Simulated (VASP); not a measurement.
# HfO2 (Fm-3m) in VASP: single point with PBEsol

Aim: the single point of HfO2 with PBEsol.

All numbers are computed with VASP 6.6.1; they aren't measurements. Logs are shortened: lines on timing, memory, paths and dates and some standing lists are left out, and cuts for length are marked.

### Step 1. The cell of the first run

It takes space group Fm-3m (No. 225, cubic). Conventional cell: a = 5.044 Å, b = 5.044 Å, c = 5.044 Å, α = 90.00°, β = 90.00°, γ = 90.00°. Hf (site symmetry m-3m) has 8 O at 2.18 Å within 2.9 Å. Within 2.9 Å of O (site symmetry -43m) lie 4 Hf at 2.18 Å and 6 O at 2.52 Å.

### Step 2. Single point, PBEsol

File INCAR:

```
SYSTEM = HfO2
ALGO     = Normal         ! electronic algorithm
EDIFF    = 1E-6           ! SCF threshold, eV
ENCUT    = 700            ! plane-wave cutoff, eV
GGA      = PS             ! functional
GGA_COMPAT= .FALSE.      
ISIF     = 2              ! what is computed and relaxed
ISMEAR   = 0              ! smearing method
ISYM     = -1           
LASPH    = .TRUE.         ! aspherical terms in the spheres
LCHARG   = .FALSE.        ! write CHGCAR
LREAL    = .FALSE.        ! projectors in reciprocal space
LWAVE    = .FALSE.        ! write WAVECAR
NBANDS   = 18             ! bands
NELM     = 120            ! most SCF steps
PREC     = Accurate       ! precision mode
SIGMA    = 0.02           ! smearing width, eV
```

File KPOINTS:

```
explicit points
256
Reciprocal
  0.06250000   0.06250000   0.06250000 2
  0.06250000   0.06250000   0.18750000 2
  0.06250000   0.06250000   0.31250000 2
  0.06250000   0.06250000   0.43750000 2
  0.06250000   0.06250000   0.56250000 2
  0.06250000   0.06250000   0.68750000 2
[... 248 lines left out ...]
  0.43750000   0.93750000   0.81250000 2
  0.43750000   0.93750000   0.93750000 2
```

File POSCAR:

```
HfO2
1.0
    0.0000000000      2.5220673945      2.5220673945
    2.5220673945      0.0000000000      2.5220673945
    2.5220673945      2.5220673945      0.0000000000
Hf O
1 2
Direct
    0.0000000000      0.0000000000      0.0000000000
    0.2500000000      0.2500000000      0.2500000000
    0.7500000000      0.7500000000      0.7500000000
```

Potentials or basis: VASP PAW PBE potentials, release 64 (Hf_pv, O).

The run is started by

```console
$ cat potpaw_PBE.64/Hf_pv/POTCAR potpaw_PBE.64/O/POTCAR > POTCAR
$ mpirun -np 1 vasp_std > vasp.out
```

OUTCAR:

```text
SYSTEM = HfO2
   EDIFF = 1E-6
   ENCUT = 700
   GGA = PS
   ISIF = 2
   ISMEAR = 0
   ISYM = -1
   LASPH = .TRUE.
   LREAL = .FALSE.
   NELM = 120
   PREC = Accurate

 ion  position               nearest neighbor table
   1  0.000  0.000  0.000-   3 2.18   3 2.18   3 2.18   2 2.18   2 2.18   2 2.18   3 2.18   2 2.18

   2  0.250  0.250  0.250-   1 2.18   1 2.18   1 2.18   1 2.18
   3  0.750  0.750  0.750-   1 2.18   1 2.18   1 2.18   1 2.18

IMPORTANT INFORMATION: All symmetrisations will be switched off!
NOSYMM: (Re-)initialisation of all symmetry stuff for point group C_1.

----------------------------------------------------------------------------------------

                                     Primitive cell

  volume of cell :      32.0849

  direct lattice vectors                    reciprocal lattice vectors
     0.000000000  2.522067395  2.522067395    -0.198250055  0.198250055  0.198250055
     2.522067395  0.000000000  2.522067395     0.198250055 -0.198250055  0.198250055
     2.522067395  2.522067395  0.000000000     0.198250055  0.198250055 -0.198250055

  length of vectors
     3.566741915  3.566741915  3.566741915     0.343379168  0.343379168  0.343379168

  position of ions in fractional coordinates (direct lattice)
     0.000000000  0.000000000  0.000000000
     0.250000000  0.250000000  0.250000000
     0.750000000  0.750000000  0.750000000

  ion indices of the primitive-cell ions
   primitive index   ion index
                 1           1
                 2           2
                 3           3

----------------------------------------------------------------------------------------

 KPOINTS: explicit points

Read explicit list of k-points.

 Found    256 k-points:

 Following reciprocal coordinates:
            Coordinates               Weight
  0.062500  0.062500  0.062500      0.003906
  0.062500  0.062500  0.187500      0.003906
  0.062500  0.062500  0.312500      0.003906
  0.062500  0.062500  0.437500      0.003906
  0.062500  0.062500  0.562500      0.003906
  0.062500  0.062500  0.687500      0.003906
[... 16 lines left out ...]
  0.062500  0.312500  0.812500      0.003906
  0.062500  0.312500  0.937500      0.003906
 [... further k-points ...]
   k-points           NKPTS =    256   k-points in BZ     NKDIM =    256   number of bands    NBANDS=     18
   number of dos      NEDOS =    301   number of ions     NIONS =      3
   total plane-waves  NPLWV =  32768
   dimension x,y,z NGX =    32 NGY =   32 NGZ =   32
   dimension x,y,z NGXF=    64 NGYF=   64 NGZF=   64
   ions per type =               1   2
   NGX,Y,Z   is equivalent  to a cutoff of  14.92, 14.92, 14.92 a.u.
   NGXF,Y,Z  is equivalent  to a cutoff of  29.83, 29.83, 29.83 a.u.
 SYSTEM =  HfO2
   PREC   = accura    normal or accurate (medium, high low for compatibility)
   ISTART =      0    job   : 0-new  1-cont  2-samecut
   ICHARG =      2    charge: 1-file 2-atom 10-const
   ISPIN  =      1    spin polarized calculation?
   LNONCOLLINEAR =      F non collinear calculations
   LSORBIT =      F    spin-orbit coupling
   LASPH  =      T    aspherical Exc in radial PAW
   ENCUT  =  700.0 eV  51.45 Ry    7.17 a.u.   7.69  7.69  7.69*2*pi/ulx,y,z
   NELM   =    120;   NELMIN=  2; NELMDL= -5     # of ELM steps
   EDIFF  = 0.1E-05   stopping-criterion for ELM
   LREAL  =      F    real-space projection
   EDIFFG = 0.1E-04   stopping-criterion for IOM
   NSW    =      0    number of steps for IOM
   IBRION =     -1    ionic relax: 0-MD 1-quasi-New 2-CG
   NFREE  =      0    steps in history (QN), initial steepest desc. (CG)
   ISIF   =      2    stress and relaxation
   ISYM   =     -1    0-nonsym 1-usesym 2-fastsym
   POTIM  = 0.5000    time-step for ionic-motion
   TEBEG  =    0.0;   TEEND  =   0.0 temperature during run
   PSTRESS=    0.0 pullay stress
   NELECT =      22.0000    total number of electrons
   NUPDOWN=      -1.0000    fix difference up-down
   EMIN   =  10.00;   EMAX   =-10.00  energy-range for DOS
   EFERMI =   0.00;   METHOD = LEGACY
   ISMEAR =     0;   SIGMA  =   0.02  broadening in eV -4-tet -1-fermi 0-gaus
   EFERMI_NEDOS =   21; number of points for ismear=-14 and -15
   IALGO  =     38    algorithm
   IMIX   =      4    mixing-type and parameters
     AMIX     =   0.40;   BMIX     =  1.00
     AMIX_MAG =   1.60;   BMIX_MAG =  1.00
  volume/ion in A,a.u.               =      10.69        72.17
  Fermi-wavevector in a.u.,A,eV,Ry     =   1.443607  2.728022 28.354565  2.084002
  Thomas-Fermi vector in A             =   2.561996
   LORBIT       =      0    0 simple, 1 ext, 2 COOP (PROOUT), +10 PAW based schemes
   GGA     = PS    functional components
   LHFCALC =     F    Hartree Fock is set to
   AEXX    =    0.0000 exact exchange contribution
   IVDW    =     0    specifies the selected vdW correction
   LEPSILON=     F    determine dielectric tensor
   LRPA    =     F    only Hartree local field effects (RPA)
 non-spin polarized calculation
 Gauss-broadening in eV      SIGMA  =   0.02
  energy-cutoff  :      700.00
  volume of cell :       32.08
 maximum number of plane-waves:      1369
 NGX is ok and might be reduce to    32
   NGX = 15   NGY = 15   NGZ = 15

 number of electron      21.9999997 magnetization

 Free energy of the ion-electron system (eV)
  ---------------------------------------------------
  ext. energy  EPLUGINS =         0.00000000
  ---------------------------------------------------
  free energy    TOTEN  =       -31.64328997 eV

  energy without entropy =      -31.64328997  energy(sigma->0) =      -31.64328997

 E-fermi :   4.3763     XC(G=0): -12.1864

 val. band max:        4.1628210048   @ k =   0.4375   0.4375   0.9375
 cond. band min:       8.0559927830   @ k =   0.0625   0.5625   0.5625
 fundamental gap:      3.8931717783
 Fermi energy:         4.3763187945

 k-point     1 :       0.0625    0.0625    0.0625
  band No.  band energies     occupation
      1     -25.3145      2.00000
      2     -25.2971      2.00000
      3     -25.2971      2.00000
      4     -14.4651      2.00000
      5     -11.3943      2.00000
      6      -1.1965      2.00000
[... 10 lines left out ...]
     17      14.7945      0.00000
     18      17.8554      0.00000

 k-point     2 :       0.0625    0.0625    0.1875
  band No.  band energies     occupation
      1     -25.4029      2.00000
      2     -25.3174      2.00000
      3     -25.3035      2.00000
      4     -14.1817      2.00000
      5     -11.6186      2.00000
      6      -1.0429      2.00000
[... 10 lines left out ...]
     17      14.6051      0.00000
     18      17.6729      0.00000

 k-point     3 :       0.0625    0.0625    0.3125
  band No.  band energies     occupation
      1     -25.5727      2.00000
      2     -25.3428      2.00000
      3     -25.3224      2.00000
      4     -13.6507      2.00000
      5     -11.9632      2.00000
      6      -0.7087      2.00000
[... 10 lines left out ...]
     17      14.1288      0.00000
     18      16.8470      0.00000

 k-point     4 :       0.0625    0.0625    0.4375
  band No.  band energies     occupation
      1     -25.7180      2.00000
      2     -25.3610      2.00000
      3     -25.3427      2.00000
      4     -13.2717      2.00000
      5     -12.0993      2.00000
      6      -0.4053      2.00000
[... 10 lines left out ...]
     17      14.0644      0.00000
     18      16.6339      0.00000

 k-point     5 :       0.0625    0.0625    0.5625
  band No.  band energies     occupation
      1     -25.7604      2.00000
      2     -25.3623      2.00000
      3     -25.3525      2.00000
      4     -13.2051      2.00000
      5     -12.0789      2.00000
      6      -0.2655      2.00000
[... 10 lines left out ...]
     17      13.9160      0.00000
     18      16.9083      0.00000

 k-point     6 :       0.0625    0.0625    0.6875
  band No.  band energies     occupation
      1     -25.6789      2.00000
      2     -25.3463      2.00000
      3     -25.3462      2.00000
      4     -13.3565      2.00000
      5     -12.0891      2.00000
      6      -0.3945      2.00000
[... 10 lines left out ...]
     17      14.1892      0.00000
     18      16.5446      0.00000

 k-point     7 :       0.0625    0.0625    0.8125
  band No.  band energies     occupation
      1     -25.5141      2.00000
      2     -25.3274      2.00000
      3     -25.3224      2.00000
      4     -13.8309      2.00000
      5     -11.8588      2.00000
      6      -0.7798      2.00000
[... 10 lines left out ...]
     17      14.2593      0.00000
     18      17.1438      0.00000

 k-point     8 :       0.0625    0.0625    0.9375
  band No.  band energies     occupation
      1     -25.3572      2.00000
      2     -25.3071      2.00000
      3     -25.3046      2.00000
      4     -14.3171      2.00000
      5     -11.5150      2.00000
      6      -1.1107      2.00000
[... 10 lines left out ...]
     17      14.6803      0.00000
     18      17.7832      0.00000
[... 229 lines left out ...]
     17      13.4967      0.00000
     18      17.7165      0.00000

 k-point    20 :       0.0625    0.3125    0.4375
  band No.  band energies     occupation
      1     -25.6866      2.00000
      2     -25.4288      2.00000
      3     -25.3942      2.00000
      4     -12.7979      2.00000
      5     -12.4294      2.00000
      6      -1.1936      2.00000
[... 10 lines left out ...]
     17      14.7117      0.00000
     18      17.7740      0.00000

 k-point    21 :       0.0625    0.3125    0.5625
  band No.  band energies     occupation
      1     -25.6981      2.00000
      2     -25.5079      2.00000
      3     -25.3987      2.00000
      4     -12.6780      2.00000
      5     -12.3654      2.00000
      6      -1.3635      2.00000
[... 10 lines left out ...]
     17      15.8415      0.00000
     18      17.6907      0.00000

 k-point    22 :       0.0625    0.3125    0.6875
  band No.  band energies     occupation
      1     -25.6439      2.00000
      2     -25.5692      2.00000
      3     -25.3818      2.00000
      4     -12.7099      2.00000
      5     -12.3548      2.00000
      6      -1.0506      2.00000
[... 10 lines left out ...]
     17      15.8427      0.00000
     18      17.6044      0.00000

 k-point    23 :       0.0625    0.3125    0.8125
  band No.  band energies     occupation
      1     -25.6478      2.00000
      2     -25.4802      2.00000
      3     -25.3551      2.00000
      4     -12.9819      2.00000
      5     -12.2906      2.00000
      6      -0.7938      2.00000
[... 10 lines left out ...]
     17      15.0753      0.00000
     18      17.3416      0.00000

 k-point    24 :       0.0625    0.3125    0.9375
  band No.  band energies     occupation
      1     -25.6281      2.00000
      2     -25.3691      2.00000
      3     -25.3369      2.00000
      4     -13.4056      2.00000
      5     -12.0917      2.00000
      6      -0.6216      2.00000
[... 10 lines left out ...]
     17      14.2992      0.00000
     18      16.8155      0.00000

 [... further k-points ...]

------------------------ aborting loop because EDIFF is reached ----------------------------------------

  FORCE on cell =-STRESS in cart. coord.  units (eV):
  Direction    XX          YY          ZZ          XY          YZ          ZX
  --------------------------------------------------------------------------------------
  -------------------------------------------------------------------------------------
  Total       -0.8016041     -0.8016047     -0.8016038     -0.0000348     -0.0000347     -0.0000357
  in kB      -40.0286062    -40.0286327    -40.0285902     -0.0017374     -0.0017321     -0.0017816
  external PRESSURE =     -40.0286097 kB  Pullay stress =       0.0000000 kB

 VOLUME and BASIS-vectors are now :
 -----------------------------------------------------------------------------
  energy-cutoff  :      700.00
  volume of cell :       32.08
      direct lattice vectors                 reciprocal lattice vectors
     0.000000000  2.522067395  2.522067395    -0.198250055  0.198250055  0.198250055
     2.522067395  0.000000000  2.522067395     0.198250055 -0.198250055  0.198250055
     2.522067395  2.522067395  0.000000000     0.198250055  0.198250055 -0.198250055

 POSITION                                       TOTAL-FORCE (eV/Angst)
 -----------------------------------------------------------------------------------
      0.00000      0.00000      0.00000         0.000000     -0.000000      0.000000
      1.26103      1.26103      1.26103         0.000000      0.000001      0.000000
      3.78310      3.78310      3.78310        -0.000001     -0.000001     -0.000001
 -----------------------------------------------------------------------------------
    total drift:                                0.000000      0.000000     -0.000000

  FREE ENERGIE OF THE ION-ELECTRON SYSTEM (eV)
  ---------------------------------------------------
  free  energy   TOTEN  =       -31.6432899749 eV

  energy  without entropy=      -31.6432899749  energy(sigma->0) =      -31.64328997
```

It took 74 s on 1 thread of Intel Xeon 6975P-C (Granite Rapids), shared host; peak memory 0.33 GiB.

Results:

```yaml
Free_energy: -31.6433 eV
Pressure: -4.0 GPa
Band_gap_on_the_k_mesh: 3.89 eV
```

Caveat: the cell stands under tension; the PAW data sets were made with another functional, which shifts forces and pressure a little; spin-orbit coupling is left out, which moves the levels of the heavy elements; a shifted mesh leaves out Γ, where band edges can lie. A k mesh can miss the band edges.
